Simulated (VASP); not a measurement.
# Ti (R-3m) in VASP: single point with PBE

Aim: the single point of Ti with PBE.

Everything below comes from runs of VASP 6.6.1. Logs are shortened: lines on timing, memory, paths and dates and some standing lists are left out, and cuts for length are marked.

## 1. The cell of the first run

Symmetry: R-3m, No. 166, trigonal system. Conventional cell: a = 4.688 Å, b = 4.688 Å, c = 2.785 Å, α = 90.00°, β = 90.00°, γ = 120.00°. Ti (site symmetry -3m) has 14 Ti at 2.79 to 3.28 Å within 3.7 Å.

## 2. Single point, PBE (equal xy, yz and zx shear strains of -2 %)

INCAR reads:

```
PREC     = Accurate       # precision mode
ENCUT    = 520            # plane-wave cutoff, eV
EDIFF    = 1E-7           # SCF threshold, eV
ISMEAR   = -1             # smearing method
SIGMA    = 0.08           # smearing width, eV
LREAL    = F              # projectors in reciprocal space
LASPH    = T              # aspherical terms in the spheres
NELM     = 100            # most SCF steps
ALGO     = Normal         # electronic algorithm
ISIF     = 2              # what is computed and relaxed
LWAVE    = F              # write WAVECAR
LCHARG   = F              # write CHGCAR
GGA      = PE             # functional
NBANDS   = 12             # bands
```

KPOINTS reads:

```
Automatic mesh
0
Gamma
  17 17 17
```

POSCAR reads:

```
Ti
1.0
   -1.6738200000      1.6410000000      1.6410000000
    1.6410000000     -1.6738200000      1.6410000000
    1.6410000000      1.6410000000     -1.6738200000
Ti
1
Direct
    0.0000000000      0.0000000000      0.0000000000
```

Potentials or basis: VASP PAW PBE potentials, release 64 (Ti_sv).

The run is started by

```
> cat potpaw_PBE.64/Ti_sv/POTCAR > POTCAR
> mpirun -np 1 vasp_std > vasp.out
```

OUTCAR:

```text
PREC = Accurate
   ENCUT = 520
   EDIFF = 1E-7
   ISMEAR = -1
   LREAL = F
   LASPH = T
   NELM = 100
   ISIF = 2
   GGA = PE

 ion  position               nearest neighbor table
   1  0.000  0.000  0.000-

  LATTYP: Found a trigonal (rhomboedric) cell.
 ALAT       =     2.8613694960
 COS(alpha) =    -0.3420602552

  Lattice vectors:

 A1 = (  -1.6738200000,   1.6410000000,   1.6410000000)
 A2 = (   1.6410000000,  -1.6738200000,   1.6410000000)
 A3 = (   1.6410000000,   1.6410000000,  -1.6738200000)

Analysis of symmetry for initial positions (statically):
=====================================================================
 Subroutine PRICEL returns:
 Original cell was already a primitive cell.

 Routine SETGRP: Setting up the symmetry group for a
 trigonal (rhombohedral) supercell.

 Subroutine GETGRP returns: Found 12 space group operations
 (whereof 12 operations were pure point group operations)
 out of a pool of 12 trial point group operations.

The static configuration has the point symmetry D_3d.

Analysis of symmetry for dynamics (positions and initial velocities):
=====================================================================
 Subroutine PRICEL returns:
 Original cell was already a primitive cell.

 Routine SETGRP: Setting up the symmetry group for a
 trigonal (rhombohedral) supercell.

 Subroutine GETGRP returns: Found 12 space group operations
 (whereof 12 operations were pure point group operations)
 out of a pool of 12 trial point group operations.

The dynamic configuration has the point symmetry D_3d.

 Subroutine INISYM returns: Found 12 space group operations
 (whereof 12 operations are pure point group operations),
 and found     1 'primitive' translations

----------------------------------------------------------------------------------------

                                     Primitive cell

  volume of cell :      17.6707

  direct lattice vectors                    reciprocal lattice vectors
    -1.673820000  1.641000000  1.641000000     0.006156643  0.307832149  0.307832149
     1.641000000 -1.673820000  1.641000000     0.307832149  0.006156643  0.307832149
     1.641000000  1.641000000 -1.673820000     0.307832149  0.307832149  0.006156643

  length of vectors
     2.861369496  2.861369496  2.861369496     0.435383932  0.435383932  0.435383932

  position of ions in fractional coordinates (direct lattice)
     0.000000000  0.000000000  0.000000000

  ion indices of the primitive-cell ions
   primitive index   ion index
                 1           1

----------------------------------------------------------------------------------------

 KPOINTS: Automatic mesh

Automatic generation of k-mesh.
 Grid dimensions read from file:
 generate k-points for:   17   17   17

 Generating k-lattice:

  Cartesian coordinates                     Fractional coordinates (reciprocal lattice)
     0.000362155  0.018107773  0.018107773     0.058823529  0.000000000  0.000000000
     0.018107773  0.000362155  0.018107773     0.000000000  0.058823529  0.000000000
     0.018107773  0.018107773  0.000362155     0.000000000  0.000000000  0.058823529

  Length of vectors
     0.025610820  0.025610820  0.025610820

  Shift w.r.t. Gamma in fractional coordinates (k-lattice)
     0.000000000  0.000000000  0.000000000

 Subroutine IBZKPT returns following result:
 ===========================================

 Found    489 irreducible k-points:

 Following reciprocal coordinates:
            Coordinates               Weight
  0.000000  0.000000  0.000000      1.000000
  0.058824  0.000000  0.000000      6.000000
  0.117647 -0.000000 -0.000000      6.000000
  0.176471 -0.000000 -0.000000      6.000000
  0.235294 -0.000000 -0.000000      6.000000
  0.294118 -0.000000 -0.000000      6.000000
[... 16 lines left out ...]
 -0.176471  0.058824  0.000000     12.000000
 -0.117647  0.058824  0.000000     12.000000
 [... further k-points ...]
   k-points           NKPTS =    489   k-points in BZ     NKDIM =    489   number of bands    NBANDS=     12
   number of dos      NEDOS =    301   number of ions     NIONS =      1
   total plane-waves  NPLWV =  13824
   dimension x,y,z NGX =    24 NGY =   24 NGZ =   24
   dimension x,y,z NGXF=    48 NGYF=   48 NGZF=   48
   ions per type =               1
   NGX,Y,Z   is equivalent  to a cutoff of  13.94, 13.94, 13.94 a.u.
   NGXF,Y,Z  is equivalent  to a cutoff of  27.89, 27.89, 27.89 a.u.
 SYSTEM =  unknown system
   PREC   = accura    normal or accurate (medium, high low for compatibility)
   ISTART =      0    job   : 0-new  1-cont  2-samecut
   ICHARG =      2    charge: 1-file 2-atom 10-const
   ISPIN  =      1    spin polarized calculation?
   LNONCOLLINEAR =      F non collinear calculations
   LSORBIT =      F    spin-orbit coupling
   LASPH  =      T    aspherical Exc in radial PAW
   ENCUT  =  520.0 eV  38.22 Ry    6.18 a.u.   5.32  5.32  5.32*2*pi/ulx,y,z
   NELM   =    100;   NELMIN=  2; NELMDL= -5     # of ELM steps
   EDIFF  = 0.1E-06   stopping-criterion for ELM
   LREAL  =      F    real-space projection
   EDIFFG = 0.1E-05   stopping-criterion for IOM
   NSW    =      0    number of steps for IOM
   IBRION =     -1    ionic relax: 0-MD 1-quasi-New 2-CG
   NFREE  =      0    steps in history (QN), initial steepest desc. (CG)
   ISIF   =      2    stress and relaxation
   ISYM   =      2    0-nonsym 1-usesym 2-fastsym
   POTIM  = 0.5000    time-step for ionic-motion
   TEBEG  =    0.0;   TEEND  =   0.0 temperature during run
   PSTRESS=    0.0 pullay stress
   NELECT =      12.0000    total number of electrons
   NUPDOWN=      -1.0000    fix difference up-down
   EMIN   =  10.00;   EMAX   =-10.00  energy-range for DOS
   EFERMI =   0.00;   METHOD = LEGACY
   ISMEAR =    -1;   SIGMA  =   0.08  broadening in eV -4-tet -1-fermi 0-gaus
   EFERMI_NEDOS =   21; number of points for ismear=-14 and -15
   IALGO  =     38    algorithm
   IMIX   =      4    mixing-type and parameters
     AMIX     =   0.40;   BMIX     =  1.00
     AMIX_MAG =   1.60;   BMIX_MAG =  1.00
  volume/ion in A,a.u.               =      17.67       119.25
  Fermi-wavevector in a.u.,A,eV,Ry     =   1.438966  2.719251 28.172520  2.070622
  Thomas-Fermi vector in A             =   2.557874
   LORBIT       =      0    0 simple, 1 ext, 2 COOP (PROOUT), +10 PAW based schemes
   GGA     = PE    functional components
   LHFCALC =     F    Hartree Fock is set to
   AEXX    =    0.0000 exact exchange contribution
   IVDW    =     0    specifies the selected vdW correction
   LEPSILON=     F    determine dielectric tensor
   LRPA    =     F    only Hartree local field effects (RPA)
 non-spin polarized calculation
  energy-cutoff  :      520.00
  volume of cell :       17.67
 maximum number of plane-waves:       492
 NGX is ok and might be reduce to    24
   NGX = 11   NGY = 11   NGZ = 11

 number of electron      12.0000000 magnetization

 Free energy of the ion-electron system (eV)
  ---------------------------------------------------
  ext. energy  EPLUGINS =         0.00000000
  ---------------------------------------------------
  free energy    TOTEN  =        -7.74361628 eV

  energy without entropy =       -7.69287554  energy(sigma->0) =       -7.71824591

 E-fermi :   7.9077     XC(G=0): -11.4124

 val. band max:        7.9072955141   @ k =   0.4118   0.3529   0.0588
 cond. band min:       7.9079070544   @ k =   0.4706   0.1765   0.0588
 fundamental gap:      0.0006115403
 Fermi energy:         7.9076556592

 k-point     1 :       0.0000    0.0000    0.0000
  band No.  band energies     occupation
      1     -48.6571      2.00000
      2     -24.5469      2.00000
      3     -24.5469      2.00000
      4     -24.5017      2.00000
      5       1.9938      2.00000
      6       8.6844      0.00012
      7       8.9675      0.00000
      8       8.9675      0.00000
      9      10.6143      0.00000
     10      10.6143      0.00000
     11      24.8010      0.00000
     12      25.3902      0.00000

 k-point     2 :       0.0588    0.0000    0.0000
  band No.  band energies     occupation
      1     -48.6527      2.00000
      2     -24.5592      2.00000
      3     -24.5469      2.00000
      4     -24.5204      2.00000
      5       2.1131      2.00000
      6       8.7370      0.00006
      7       8.9130      0.00001
      8       8.9984      0.00000
      9      10.5392      0.00000
     10      10.6126      0.00000
     11      24.8338      0.00000
     12      25.2039      0.00000

 k-point     3 :       0.1176   -0.0000   -0.0000
  band No.  band energies     occupation
      1     -48.6401      2.00000
      2     -24.6107      2.00000
      3     -24.5571      2.00000
      4     -24.5467      2.00000
      5       2.4620      2.00000
      6       8.7600      0.00005
      7       8.7879      0.00003
      8       9.1679      0.00000
      9      10.3676      0.00000
     10      10.6117      0.00000
     11      24.6141      0.00000
     12      24.8041      0.00000

 k-point     4 :       0.1765   -0.0000   -0.0000
  band No.  band energies     occupation
      1     -48.6209      2.00000
      2     -24.7070      2.00000
      3     -24.5932      2.00000
      4     -24.5465      2.00000
      5       3.0111      2.00000
      6       8.5367      0.00077
      7       8.6910      0.00011
      8       9.5465      0.00000
      9      10.2309      0.00000
     10      10.6208      0.00000
     11      23.5695      0.00000
     12      24.4162      0.00000

 k-point     5 :       0.2353   -0.0000   -0.0000
  band No.  band energies     occupation
      1     -48.5977      2.00000
      2     -24.8255      2.00000
      3     -24.6324      2.00000
      4     -24.5463      2.00000
      5       3.7034      2.00000
      6       8.2802      0.01882
      7       8.4798      0.00157
      8      10.0688      0.00000
      9      10.2241      0.00000
     10      10.6482      0.00000
     11      22.1338      0.00000
     12      23.6508      0.00000
[... 228 lines left out ...]
      1     -48.5853      2.00000
      2     -24.8837      2.00000
      3     -24.6524      2.00000
      4     -24.5551      2.00000
      5       4.1309      2.00000
      6       8.1317      0.11453
      7       8.3051      0.01382
      8      10.2008      0.00000
      9      10.4668      0.00000
     10      10.7438      0.00000
     11      21.3852      0.00000
     12      22.9611      0.00000

 k-point    22 :      -0.2353    0.0588    0.0000
  band No.  band energies     occupation
      1     -48.6089      2.00000
      2     -24.7714      2.00000
      3     -24.6057      2.00000
      4     -24.5550      2.00000
      5       3.4067      2.00000
      6       8.3842      0.00516
      7       8.4901      0.00138
      8       9.9140      0.00000
      9      10.1690      0.00000
     10      10.7032      0.00000
     11      22.9090      0.00000
     12      23.7567      0.00000

 k-point    23 :      -0.1765    0.0588    0.0000
  band No.  band energies     occupation
      1     -48.6298      2.00000
      2     -24.6742      2.00000
      3     -24.5603      2.00000
      4     -24.5540      2.00000
      5       2.7840      2.00000
      6       8.6141      0.00029
      7       8.6282      0.00025
      8       9.4821      0.00000
      9      10.2641      0.00000
     10      10.6707      0.00000
     11      23.9964      0.00000
     12      24.4801      0.00000

 k-point    24 :      -0.1176    0.0588    0.0000
  band No.  band energies     occupation
      1     -48.6453      2.00000
      2     -24.6053      2.00000
      3     -24.5542      2.00000
      4     -24.5209      2.00000
      5       2.3376      2.00000
      6       8.6395      0.00021
      7       8.8246      0.00002
      8       9.1944      0.00000
      9      10.4424      0.00000
     10      10.6418      0.00000
     11      24.4969      0.00000
     12      25.0498      0.00000

 [... further k-points ...]

------------------------ aborting loop because EDIFF is reached ----------------------------------------

  FORCE on cell =-STRESS in cart. coord.  units (eV):
  Direction    XX          YY          ZZ          XY          YZ          ZX
  --------------------------------------------------------------------------------------
  -------------------------------------------------------------------------------------
  Total       -0.2687618     -0.2687618     -0.2687618      0.0754705      0.0754705      0.0754705
  in kB      -24.3682073    -24.3682073    -24.3682073      6.8427900      6.8427900      6.8427900
  external PRESSURE =     -24.3682073 kB  Pullay stress =       0.0000000 kB

 VOLUME and BASIS-vectors are now :
 -----------------------------------------------------------------------------
  energy-cutoff  :      520.00
  volume of cell :       17.67
      direct lattice vectors                 reciprocal lattice vectors
    -1.673820000  1.641000000  1.641000000     0.006156643  0.307832149  0.307832149
     1.641000000 -1.673820000  1.641000000     0.307832149  0.006156643  0.307832149
     1.641000000  1.641000000 -1.673820000     0.307832149  0.307832149  0.006156643

 POSITION                                       TOTAL-FORCE (eV/Angst)
 -----------------------------------------------------------------------------------
      0.00000      0.00000      0.00000         0.000000      0.000000      0.000000
 -----------------------------------------------------------------------------------
    total drift:                                0.000000      0.000000      0.000000

  FREE ENERGIE OF THE ION-ELECTRON SYSTEM (eV)
  ---------------------------------------------------
  free  energy   TOTEN  =        -7.7436162847 eV

  energy  without entropy=       -7.6928755406  energy(sigma->0) =       -7.71824591
```

It took 2.8 min on 1 thread of Intel Xeon 8259CL, shared host; peak memory 0.22 GiB.

Results:

- Free energy: -7.7436 eV
- Pressure: -2.4 GPa
- Band gap on the k mesh: zero (bands 6 and 7 overlap by 1.58 eV)

Stress tensor (GPa, compression positive):
```
-2.44  0.68  0.68
 0.68 -2.44  0.68
 0.68  0.68 -2.44
```

Levels at points of the mesh, in eV from the Fermi level:
```tsv
k point	band 4	band 5	band 6	band 7	band 8	band 9
(0.00, 0.00, 0.00)	-32.41	-5.91	0.78	1.06	1.06	2.71
```

Caveat: the cell differs from its parent crystal (equal xy, yz and zx shear strains of -2 %).
